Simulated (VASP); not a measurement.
# AlH7 (F-43m) in VASP: relaxation of cell and atoms with PBE

Aim: the relaxation of cell and atoms of AlH7 with PBE.

Everything below comes from runs of VASP 6.6.1. Logs are shortened: lines on timing, memory, paths and dates and some standing lists are left out, and cuts for length are marked.

**1. The cell of the first run**

The structure is cubic, space group F-43m (No. 216). Conventional cell: a = 6.904 Å, b = 6.904 Å, c = 6.904 Å, α = 90.00°, β = 90.00°, γ = 90.00°. Within 3.7 Å of Al (site symmetry -43m) lie 26 H at 2.82 to 3.45 Å. H (site symmetry 3m) has 1 H at 1.12 Å within 1.5 Å. Within 2.5 Å of H (site symmetry -43m) lie 4 H at 1.87 Å. Within 1.5 Å of H (site symmetry -43m) lie 4 H at 1.12 Å. Within 3.9 Å of H (site symmetry -43m) lie 22 H at 2.95 to 3.45 Å and 4 Al at 2.99 Å.

The cell was generated, and may not be a known phase.

**2. Relaxation of cell and atoms, PBE**

INCAR reads:

```
  PREC = Accurate
  ENCUT = 500
  EDIFF = 1E-7
  ISMEAR = 0
  SIGMA = 0.2
  LREAL = False
  LASPH = True
  NELM = 120
  ALGO = Normal
  ISIF = 3
  LWAVE = False
  LCHARG = False
  GGA = PE
  IBRION = 2
  NSW = 36
  EDIFFG = -0.08
  GGA_COMPAT = False
  NELMIN = 4
```

KPOINTS reads:

```
Automatic mesh
0
Gamma
  4 4 4
```

POSCAR reads:

```
AlH7
1.0
    0.0000000000      3.4521303400      3.4521303400
    3.4521303400      0.0000000000      3.4521303400
    3.4521303400      3.4521303400      0.0000000000
Al H
1 7
Direct
    0.0000000000      0.0000000000      0.0000000000
    0.3432643800      0.3432643800      0.3432643800
    0.3432643800      0.3432643800      0.9702068500
    0.3432643800      0.9702068500      0.3432643800
    0.9702068500      0.3432643800      0.3432643800
    0.5000000000      0.5000000000      0.5000000000
    0.2500000000      0.2500000000      0.2500000000
    0.7500000000      0.7500000000      0.7500000000
```

Potentials or basis: VASP PAW PBE potentials, release 64 (Al, H).

The run is started by

```bash
$ cat potpaw_PBE.64/Al/POTCAR potpaw_PBE.64/H/POTCAR > POTCAR
$ mpirun -np 1 vasp_std > vasp.out
```

OUTCAR:

```text
PREC = Accurate
   ENCUT = 500
   EDIFF = 1E-7
   ISMEAR = 0
   LREAL = False
   LASPH = True
   NELM = 120
   ISIF = 3
   GGA = PE
   IBRION = 2
   NSW = 36
   EDIFFG = -0.08
   NELMIN = 4

 ion  position               nearest neighbor table
   1  0.000  0.000  0.000-
   2  0.343  0.343  0.343-
   3  0.343  0.343  0.970-
   4  0.343  0.970  0.343-
   5  0.970  0.343  0.343-
   6  0.500  0.500  0.500-
   7  0.250  0.250  0.250-
   8  0.750  0.750  0.750-

  LATTYP: Found a face centered cubic cell.
 ALAT       =     6.9042606800

  Lattice vectors:

 A1 = (   0.0000000000,   3.4521303400,   3.4521303400)
 A2 = (   3.4521303400,   0.0000000000,   3.4521303400)
 A3 = (   3.4521303400,   3.4521303400,   0.0000000000)

Analysis of symmetry for initial positions (statically):
=====================================================================
 Subroutine PRICEL returns:
 Original cell was already a primitive cell.

 Routine SETGRP: Setting up the symmetry group for a
 face centered cubic supercell.

 Subroutine GETGRP returns: Found 24 space group operations
 (whereof 24 operations were pure point group operations)
 out of a pool of 48 trial point group operations.

The static configuration has the point symmetry T_d .

Analysis of symmetry for dynamics (positions and initial velocities):
=====================================================================
 Subroutine PRICEL returns:
 Original cell was already a primitive cell.

 Routine SETGRP: Setting up the symmetry group for a
 face centered cubic supercell.

 Subroutine GETGRP returns: Found 24 space group operations
 (whereof 24 operations were pure point group operations)
 out of a pool of 48 trial point group operations.

The dynamic configuration has the point symmetry T_d .

 Subroutine INISYM returns: Found 24 space group operations
 (whereof 24 operations are pure point group operations),
 and found     1 'primitive' translations

----------------------------------------------------------------------------------------

                                     Primitive cell

  volume of cell :      82.2795

  direct lattice vectors                    reciprocal lattice vectors
     0.000000000  3.452130340  3.452130340    -0.144838100  0.144838100  0.144838100
[... 76 lines left out ...]
   LNONCOLLINEAR =      F non collinear calculations
   LSORBIT =      F    spin-orbit coupling
   LASPH  =      T    aspherical Exc in radial PAW
   ENCUT  =  500.0 eV  36.75 Ry    6.06 a.u.   8.90  8.90  8.90*2*pi/ulx,y,z
   NELM   =    120;   NELMIN=  4; NELMDL= -5     # of ELM steps
   EDIFF  = 0.1E-06   stopping-criterion for ELM
   LREAL  =      F    real-space projection
   EDIFFG = -.8E-01   stopping-criterion for IOM
   NSW    =     36    number of steps for IOM
   IBRION =      2    ionic relax: 0-MD 1-quasi-New 2-CG
   NFREE  =      1    steps in history (QN), initial steepest desc. (CG)
   ISIF   =      3    stress and relaxation
   ISYM   =      2    0-nonsym 1-usesym 2-fastsym
   POTIM  = 0.5000    time-step for ionic-motion
   TEBEG  =    0.0;   TEEND  =   0.0 temperature during run
   PSTRESS=    0.0 pullay stress
   NELECT =      10.0000    total number of electrons
   NUPDOWN=      -1.0000    fix difference up-down
   EMIN   =  10.00;   EMAX   =-10.00  energy-range for DOS
   EFERMI =   0.00;   METHOD = LEGACY
   ISMEAR =     0;   SIGMA  =   0.20  broadening in eV -4-tet -1-fermi 0-gaus
   EFERMI_NEDOS =   21; number of points for ismear=-14 and -15
   IALGO  =     38    algorithm
   IMIX   =      4    mixing-type and parameters
     AMIX     =   0.40;   BMIX     =  1.00
     AMIX_MAG =   1.60;   BMIX_MAG =  1.00
  volume/ion in A,a.u.               =      10.28        69.41
  Fermi-wavevector in a.u.,A,eV,Ry     =   0.810919  1.532415  8.947057  0.657590
  Thomas-Fermi vector in A             =   1.920183
   LORBIT       =      0    0 simple, 1 ext, 2 COOP (PROOUT), +10 PAW based schemes
   GGA     = PE    functional components
   LHFCALC =     F    Hartree Fock is set to
   AEXX    =    0.0000 exact exchange contribution
   IVDW    =     0    specifies the selected vdW correction
   LEPSILON=     F    determine dielectric tensor
   LRPA    =     F    only Hartree local field effects (RPA)
 conjugate gradient relaxation of ions
 non-spin polarized calculation
 Gauss-broadening in eV      SIGMA  =   0.20
  energy-cutoff  :      500.00
  volume of cell :       82.28
 maximum number of plane-waves:      2120
   NGX = 17   NGY = 17   NGZ = 17

--------------------------------------- Ionic step        1  -------------------------------------------

 number of electron      10.0000002 magnetization

 Free energy of the ion-electron system (eV)
  ---------------------------------------------------
  ext. energy  EPLUGINS =         0.00000000
  ---------------------------------------------------
  free energy    TOTEN  =       -16.80133134 eV

  energy without entropy =      -16.75963805  energy(sigma->0) =      -16.78048469

------------------------ aborting loop because EDIFF is reached ----------------------------------------

  FORCE on cell =-STRESS in cart. coord.  units (eV):
  Direction    XX          YY          ZZ          XY          YZ          ZX
  --------------------------------------------------------------------------------------
  -------------------------------------------------------------------------------------
  Total       -5.4402143     -5.4402143     -5.4402143      0.0000000      0.0000000     -0.0000000
  in kB     -105.9339199   -105.9339199   -105.9339199      0.0000000      0.0000000     -0.0000000
  external PRESSURE =    -105.9339199 kB  Pullay stress =       0.0000000 kB
[... 322 lines left out ...]
 k-point     8 :      -0.2500    0.5000    0.2500
  band No.  band energies     occupation
      1      -7.6502      2.00000
      2      -4.7430      2.00000
      3      -2.0648      2.00000
      4      -2.0627      2.00000
      5       2.6890      0.00197
      6       4.1113      0.00000
      7       5.2239      0.00000
      8       5.9014      0.00000
      9      10.5529      0.00000
     10      10.8954      0.00000

[... ionic steps 4 to 7 ...]

--------------------------------------- Ionic step        8  -------------------------------------------

 number of electron      10.0000001 magnetization

------------------------ aborting loop because EDIFF is reached ----------------------------------------
[... 79 lines left out ...]
--------------------------------------- Ionic step       10  -------------------------------------------

 number of electron      10.0000000 magnetization

 Free energy of the ion-electron system (eV)
  ---------------------------------------------------
  ext. energy  EPLUGINS =         0.00000000
  ---------------------------------------------------
  free energy    TOTEN  =       -21.19622653 eV

  energy without entropy =      -21.18573165  energy(sigma->0) =      -21.19097909

 E-fermi :   4.3862     XC(G=0): -10.3238

 val. band max:        3.6088558326   @ k =   0.0000   0.0000   0.0000
 cond. band min:       4.4532718678   @ k =   0.2500   0.2500   0.0000
 fundamental gap:      0.8444160352
 Fermi energy:         4.3862150899
[... 137 lines left out ...]
  FREE ENERGIE OF THE ION-ELECTRON SYSTEM (eV)
  ---------------------------------------------------
  free  energy   TOTEN  =       -21.1962265305 eV

  energy  without entropy=      -21.1857316501  energy(sigma->0) =      -21.19097909

 reached required accuracy - stopping structural energy minimisation
```

Wall time 1.7 min (1 thread of Intel Xeon 8259CL, shared host); peak memory 0.17 GiB.

Results:

| Quantity | Value |
| --- | --- |
| Free energy | -21.1962 eV |
| Relaxed volume | 4.90 Å³/atom |
| Relaxed cell | a = 3.813 Å, b = 3.813 Å, c = 3.813 Å, α = 60.00°, β = 60.00°, γ = 60.00° |
| Space group after relaxing (to 0.1 Å) | F-43m (No. 216) |
| Pressure after relaxing | 0.6 GPa |
| Largest force after relaxing | 0.048 eV/Å |
| Band gap on the k mesh | zero (bands 5 and 6 overlap by 2.87 eV) |

Forces on the atoms (eV/Å):
```
Al   0.000  0.000  0.000
H   -0.028 -0.028 -0.028
H    0.028  0.028 -0.028
H    0.028 -0.028  0.028
H   -0.028  0.028  0.028
H    0.000  0.000  0.000
H    0.000  0.000  0.000
H    0.000  0.000  0.000
```

Final structure:
```
CELL_PARAMETERS angstrom
0.00000 2.69617 2.69617
2.69617 0.00000 2.69617
2.69617 2.69617 0.00000
ATOMIC_POSITIONS crystal
Al 0.00000 0.00000 0.00000
H 0.37761 0.37761 0.37761
H 0.37761 0.37761 0.86717
H 0.37761 0.86717 0.37761
H 0.86717 0.37761 0.37761
H 0.50000 0.50000 0.50000
H 0.25000 0.25000 0.25000
H 0.75000 0.75000 0.75000
```

Caveat: the k points lie up to 0.50 Å⁻¹ apart in the final cell, too coarse for converged energies and pressures of a metal; the volume moved by over 15 % at a fixed basis, so the end points are rough; the relaxation stopped at a loose force limit of 0.08 eV/Å, so its end isn't a converged minimum.

The gap in the log of VASP goes by the Fermi energy; the results here count the filled bands.